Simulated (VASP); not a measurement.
# Ni3Bi (Pm-3m) in VASP: relaxation of cell and atoms with PBE

Aim: the relaxation of cell and atoms of Ni3Bi with PBE.

All numbers are computed with VASP 6.6.1; they aren't measurements. Logs are shortened: lines on timing, memory, paths and dates and some standing lists are left out, and cuts for length are marked.

### 1 The cell of the first run

It takes space group Pm-3m (No. 221, cubic). Conventional cell: a = 3.822 Å, b = 3.822 Å, c = 3.822 Å, α = 90.00°, β = 90.00°, γ = 90.00°. Within 3.6 Å of Ni (site symmetry 4/mmm) lie 8 Ni at 2.70 Å and 4 Bi at 2.70 Å. Bi (site symmetry m-3m) has 12 Ni at 2.70 Å within 3.6 Å.

### 2 Relaxation of cell and atoms, PBE, collinear spin, ferromagnetic start

INCAR

```
SYSTEM = Ni3Bi
ALGO     = Normal         ! electronic algorithm
EDIFF    = 1E-6           ! SCF threshold, eV
EDIFFG   = -0.01          ! ionic threshold
ENCUT    = 600            ! plane-wave cutoff, eV
GGA      = PE             ! functional
IBRION   = 2              ! ionic algorithm
ISIF     = 3              ! what is computed and relaxed
ISMEAR   = -1             ! smearing method
ISPIN    = 2              ! spin polarisation
LASPH    = .True.         ! aspherical terms in the spheres
LCHARG   = .False.        ! write CHGCAR
LMAXMIX  = 4              ! l up to which the mixer works
LORBIT   = 11             ! projections on sites
LREAL    = .False.        ! projectors in reciprocal space
LWAVE    = .False.        ! write WAVECAR
MAGMOM   = 1.5 1.5 1.5 0  ! initial moments
NELM     = 150            ! most SCF steps
NSW      = 80             ! ionic steps
PREC     = Accurate       ! precision mode
SIGMA    = 0.1            ! smearing width, eV
```

KPOINTS

```
k-points
0
Gamma
  6 6 6
  0 0 0
```

POSCAR

```
Ni3Bi
1.0
    3.8220100000      0.0000000000      0.0000000000
    0.0000000000      3.8220100000      0.0000000000
    0.0000000000      0.0000000000      3.8220100000
Ni Bi
3 1
Direct
    0.0000000000      0.5000000000      0.5000000000
    0.5000000000      0.0000000000      0.5000000000
    0.5000000000      0.5000000000      0.0000000000
    0.0000000000      0.0000000000      0.0000000000
```

Potentials or basis: VASP PAW PBE potentials, release 64 (Ni, Bi_d).

The run is started by

```
cat potpaw_PBE.64/Ni/POTCAR potpaw_PBE.64/Bi_d/POTCAR > POTCAR
mpirun -np 1 vasp_std > vasp.out
```

OUTCAR:

```text
SYSTEM = Ni3Bi
   EDIFF = 1E-6
   EDIFFG = -0.01
   ENCUT = 600
   GGA = PE
   IBRION = 2
   ISIF = 3
   ISMEAR = -1
   ISPIN = 2
   LASPH = .True.
   LORBIT = 11
   LREAL = .False.
   NELM = 150
   NSW = 80
   PREC = Accurate

 ion  position               nearest neighbor table
   1  0.000  0.500  0.500-   2 2.70   3 2.70   4 2.70   3 2.70   4 2.70   2 2.70   4 2.70   4 2.70
                             2 2.70   3 2.70   3 2.70   2 2.70
   2  0.500  0.000  0.500-   1 2.70   3 2.70   4 2.70   3 2.70   4 2.70   1 2.70   3 2.70   3 2.70
                             1 2.70   4 2.70   4 2.70   1 2.70
   3  0.500  0.500  0.000-   1 2.70   2 2.70   4 2.70   1 2.70   2 2.70   2 2.70   4 2.70   2 2.70
                             1 2.70   4 2.70   1 2.70   4 2.70
   4  0.000  0.000  0.000-   1 2.70   2 2.70   3 2.70   1 2.70   2 2.70   1 2.70   3 2.70   1 2.70
                             2 2.70   3 2.70   2 2.70   3 2.70

  LATTYP: Found a simple cubic cell.
 ALAT       =     3.8220100000

  Lattice vectors:

 A1 = (   3.8220100000,   0.0000000000,   0.0000000000)
 A2 = (   0.0000000000,   3.8220100000,   0.0000000000)
 A3 = (   0.0000000000,   0.0000000000,   3.8220100000)

Analysis of symmetry for initial positions (statically):
=====================================================================
 Subroutine PRICEL returns:
 Original cell was already a primitive cell.

 Routine SETGRP: Setting up the symmetry group for a
 simple cubic supercell.

 Subroutine GETGRP returns: Found 48 space group operations
 (whereof 48 operations were pure point group operations)
 out of a pool of 48 trial point group operations.

The static configuration has the point symmetry O_h .

Analysis of symmetry for dynamics (positions and initial velocities):
=====================================================================
 Subroutine PRICEL returns:
 Original cell was already a primitive cell.

 Routine SETGRP: Setting up the symmetry group for a
 simple cubic supercell.

 Subroutine GETGRP returns: Found 48 space group operations
 (whereof 48 operations were pure point group operations)
 out of a pool of 48 trial point group operations.

The dynamic configuration has the point symmetry O_h .

Analysis of structural, dynamic, and magnetic symmetry:
=====================================================================
 Subroutine PRICEL returns:
 Original cell was already a primitive cell.

 Routine SETGRP: Setting up the symmetry group for a
 simple cubic supercell.

 Subroutine GETGRP returns: Found 48 space group operations
 (whereof 48 operations were pure point group operations)
 out of a pool of 48 trial point group operations.

The overall configuration has the point symmetry O_h .

 Subroutine INISYM returns: Found 48 space group operations
 (whereof 48 operations are pure point group operations),
 and found     1 'primitive' translations

----------------------------------------------------------------------------------------

                                     Primitive cell

  volume of cell :      55.8310

  direct lattice vectors                    reciprocal lattice vectors
     3.822010000  0.000000000  0.000000000     0.261642434  0.000000000  0.000000000
     0.000000000  3.822010000  0.000000000     0.000000000  0.261642434  0.000000000
     0.000000000  0.000000000  3.822010000     0.000000000  0.000000000  0.261642434

  length of vectors
     3.822010000  3.822010000  3.822010000     0.261642434  0.261642434  0.261642434

  position of ions in fractional coordinates (direct lattice)
     0.000000000  0.500000000  0.500000000
     0.500000000  0.000000000  0.500000000
     0.500000000  0.500000000  0.000000000
     0.000000000  0.000000000  0.000000000

  ion indices of the primitive-cell ions
   primitive index   ion index
                 1           1
                 2           2
                 3           3
                 4           4

----------------------------------------------------------------------------------------

 KPOINTS: k-points

Automatic generation of k-mesh.
 Grid dimensions read from file:
 generate k-points for:    6    6    6

 Generating k-lattice:

  Cartesian coordinates                     Fractional coordinates (reciprocal lattice)
     0.043607072  0.000000000  0.000000000     0.166666667  0.000000000  0.000000000
     0.000000000  0.043607072  0.000000000     0.000000000  0.166666667  0.000000000
     0.000000000  0.000000000  0.043607072     0.000000000  0.000000000  0.166666667

  Length of vectors
     0.043607072  0.043607072  0.043607072

  Shift w.r.t. Gamma in fractional coordinates (k-lattice)
     0.000000000  0.000000000  0.000000000

 Subroutine IBZKPT returns following result:
 ===========================================

 Found     20 irreducible k-points:

 Following reciprocal coordinates:
            Coordinates               Weight
  0.000000  0.000000  0.000000      1.000000
  0.166667  0.000000  0.000000      6.000000
  0.333333  0.000000  0.000000      6.000000
  0.500000  0.000000  0.000000      3.000000
  0.166667  0.166667  0.000000     12.000000
  0.333333  0.166667  0.000000     24.000000
[... 12 lines left out ...]
  0.500000  0.500000  0.333333      6.000000
  0.500000  0.500000  0.500000      1.000000
   k-points           NKPTS =     20   k-points in BZ     NKDIM =     20   number of bands    NBANDS=     29
   number of dos      NEDOS =    301   number of ions     NIONS =      4
   total plane-waves  NPLWV =  32768
   dimension x,y,z NGX =    32 NGY =   32 NGZ =   32
   dimension x,y,z NGXF=    64 NGYF=   64 NGZF=   64
   ions per type =               3   1
   NGX,Y,Z   is equivalent  to a cutoff of  13.92, 13.92, 13.92 a.u.
   NGXF,Y,Z  is equivalent  to a cutoff of  27.84, 27.84, 27.84 a.u.
 SYSTEM =  Ni3Bi
   PREC   = accura    normal or accurate (medium, high low for compatibility)
   ISTART =      0    job   : 0-new  1-cont  2-samecut
   ICHARG =      2    charge: 1-file 2-atom 10-const
   ISPIN  =      2    spin polarized calculation?
   LNONCOLLINEAR =      F non collinear calculations
   LSORBIT =      F    spin-orbit coupling
   LASPH  =      T    aspherical Exc in radial PAW
   ENCUT  =  600.0 eV  44.10 Ry    6.64 a.u.   7.63  7.63  7.63*2*pi/ulx,y,z
   NELM   =    150;   NELMIN=  2; NELMDL= -5     # of ELM steps
   EDIFF  = 0.1E-05   stopping-criterion for ELM
   LREAL  =      F    real-space projection
   EDIFFG = -.1E-01   stopping-criterion for IOM
   NSW    =     80    number of steps for IOM
   IBRION =      2    ionic relax: 0-MD 1-quasi-New 2-CG
   NFREE  =      1    steps in history (QN), initial steepest desc. (CG)
   ISIF   =      3    stress and relaxation
   ISYM   =      2    0-nonsym 1-usesym 2-fastsym
   POTIM  = 0.5000    time-step for ionic-motion
   TEBEG  =    0.0;   TEEND  =   0.0 temperature during run
   PSTRESS=    0.0 pullay stress
   NELECT =      45.0000    total number of electrons
   NUPDOWN=      -1.0000    fix difference up-down
   EMIN   =  10.00;   EMAX   =-10.00  energy-range for DOS
   EFERMI =   0.00;   METHOD = LEGACY
   ISMEAR =    -1;   SIGMA  =   0.10  broadening in eV -4-tet -1-fermi 0-gaus
   EFERMI_NEDOS =   21; number of points for ismear=-14 and -15
   IALGO  =     38    algorithm
   IMIX   =      4    mixing-type and parameters
     AMIX     =   0.40;   BMIX     =  1.00
     AMIX_MAG =   1.60;   BMIX_MAG =  1.00
  volume/ion in A,a.u.               =      13.96        94.19
  Fermi-wavevector in a.u.,A,eV,Ry     =   1.523540  2.879073 31.581490  2.321174
  Thomas-Fermi vector in A             =   2.631969
   LORBIT       =     11    0 simple, 1 ext, 2 COOP (PROOUT), +10 PAW based schemes
   GGA     = PE    functional components
   LHFCALC =     F    Hartree Fock is set to
   AEXX    =    0.0000 exact exchange contribution
   IVDW    =     0    specifies the selected vdW correction
   LEPSILON=     F    determine dielectric tensor
   LRPA    =     F    only Hartree local field effects (RPA)
 conjugate gradient relaxation of ions
 spin polarized calculation
  energy-cutoff  :      600.00
  volume of cell :       55.83
 maximum number of plane-waves:      1888
 NGX is ok and might be reduce to    32
   NGX = 15   NGY = 15   NGZ = 15

--------------------------------------- Ionic step        1  -------------------------------------------

 number of electron      45.0000043 magnetization       0.0252109

 number of electron      45.0000043 magnetization      -0.0005949

 Free energy of the ion-electron system (eV)
  ---------------------------------------------------
  ext. energy  EPLUGINS =         0.00000000
  ---------------------------------------------------
  free energy    TOTEN  =       -19.75767946 eV

  energy without entropy =      -19.63437720  energy(sigma->0) =      -19.69602833

------------------------ aborting loop because EDIFF is reached ----------------------------------------

  FORCE on cell =-STRESS in cart. coord.  units (eV):
  Direction    XX          YY          ZZ          XY          YZ          ZX
  --------------------------------------------------------------------------------------
  -------------------------------------------------------------------------------------
  Total        0.6650572      0.6650572      0.6650572      0.0000000      0.0000000      0.0000000
  in kB       19.0850864     19.0850864     19.0850864      0.0000000      0.0000000      0.0000000
  external PRESSURE =      19.0850864 kB  Pullay stress =       0.0000000 kB
[... 65 lines left out ...]
--------------------------------------- Ionic step        3  -------------------------------------------

 number of electron      45.0000052 magnetization       0.0000151

 number of electron      45.0000052 magnetization      -0.0000095

 Free energy of the ion-electron system (eV)
  ---------------------------------------------------
  ext. energy  EPLUGINS =         0.00000000
  ---------------------------------------------------
  free energy    TOTEN  =       -19.76208549 eV

  energy without entropy =      -19.63602864  energy(sigma->0) =      -19.69905707

 E-fermi :  10.2681     XC(G=0): -12.5690

 val. band max:       10.2620426413   @ k =   0.3333   0.3333   0.1667
 cond. band min:      10.3024249882   @ k =   0.1667   0.0000   0.0000
 fundamental gap:      0.0403823469
 Fermi energy:        10.2681153698

 spin component 1

 k-point     1 :       0.0000    0.0000    0.0000
  band No.  band energies     occupation
      1     -12.9138      1.00000
      2     -12.9138      1.00000
      3     -12.8562      1.00000
      4     -12.8562      1.00000
      5     -12.8562      1.00000
      6      -3.3655      1.00000
[... 629 lines left out ...]
     28      13.0186      0.00000
     29      24.6151      0.00000
 Fermi energy:        10.2681153698

 spin component 2

 k-point     1 :       0.0000    0.0000    0.0000
  band No.  band energies     occupation
      1     -12.9138      1.00000
      2     -12.9138      1.00000
      3     -12.8562      1.00000
      4     -12.8562      1.00000
      5     -12.8562      1.00000
      6      -3.3655      1.00000
[... 660 lines left out ...]
  FREE ENERGIE OF THE ION-ELECTRON SYSTEM (eV)
  ---------------------------------------------------
  free  energy   TOTEN  =       -19.7620854928 eV

  energy  without entropy=      -19.6360286443  energy(sigma->0) =      -19.69905707

 reached required accuracy - stopping structural energy minimisation

 total charge

# of ion       s       p       d       tot
------------------------------------------
    1        0.398   0.383   8.437   9.219
    2        0.398   0.383   8.437   9.219
    3        0.398   0.383   8.437   9.219
    4        1.416   1.523  10.028  12.966
--------------------------------------------------
tot          2.611   2.673  35.339  40.622

 magnetization (x)

# of ion       s       p       d       tot
------------------------------------------
    1        0.000   0.000   0.000   0.000
    2        0.000   0.000   0.000   0.000
    3        0.000   0.000   0.000   0.000
    4        0.000  -0.000  -0.000  -0.000
--------------------------------------------------
tot          0.000   0.000   0.000   0.000
```

Run time: 1.9 min. Hardware: 1 thread of Intel Xeon Platinum 8259CL at 2.50GHz (Skylake/Cascade Lake), shared host; peak memory 0.24 GiB.

What came out:

| Item | Value |
| --- | --- |
| Free energy | -19.7621 eV |
| Relaxed volume | 14.15 Å³/atom |
| Relaxed cell | a = 3.839 Å, b = 3.839 Å, c = 3.839 Å, α = 90.00°, β = 90.00°, γ = 90.00° |
| Space group after relaxing (to 0.1 Å) | Pm-3m (No. 221) |
| Energy gained by relaxing | 1.1 meV/atom |
| Ionic steps | 3 |
| Pressure after relaxing | 0.0 GPa |
| Net moment | 0.00 μB per cell |
| Valence electrons inside the program's atomic spheres | Ni 9.22; Bi 12.97 |

Step by step:
| step | energy change (eV) | largest force (eV/Å) | pressure (GPa) | volume (Å³) |
| --- | --- | --- | --- | --- |
| 1 | 0.0000 | 0.0000 | 1.91 | 55.83 |
| 2 | -0.0018 | 0.0000 | -1.33 | 57.19 |
| 3 | -0.0044 | 0.0000 | 0.02 | 56.58 |

Final structure:
```cif
data_structure
_symmetry_space_group_name_H-M 'P 1'
_symmetry_Int_Tables_number 1
_cell_length_a 3.8390
_cell_length_b 3.8390
_cell_length_c 3.8390
_cell_angle_alpha 90.000
_cell_angle_beta 90.000
_cell_angle_gamma 90.000
_cell_volume 56.58
loop_
_atom_site_label
_atom_site_type_symbol
_atom_site_fract_x
_atom_site_fract_y
_atom_site_fract_z
_atom_site_occupancy
Ni1 Ni 0.00000 0.50000 0.50000 1
Ni2 Ni 0.50000 0.00000 0.50000 1
Ni3 Ni 0.50000 0.50000 0.00000 1
Bi1 Bi 0.00000 0.00000 0.00000 1
```

Caveat: the moments typed at the start vanished in this run; spin-orbit coupling is left out, which moves the levels of the heavy elements.
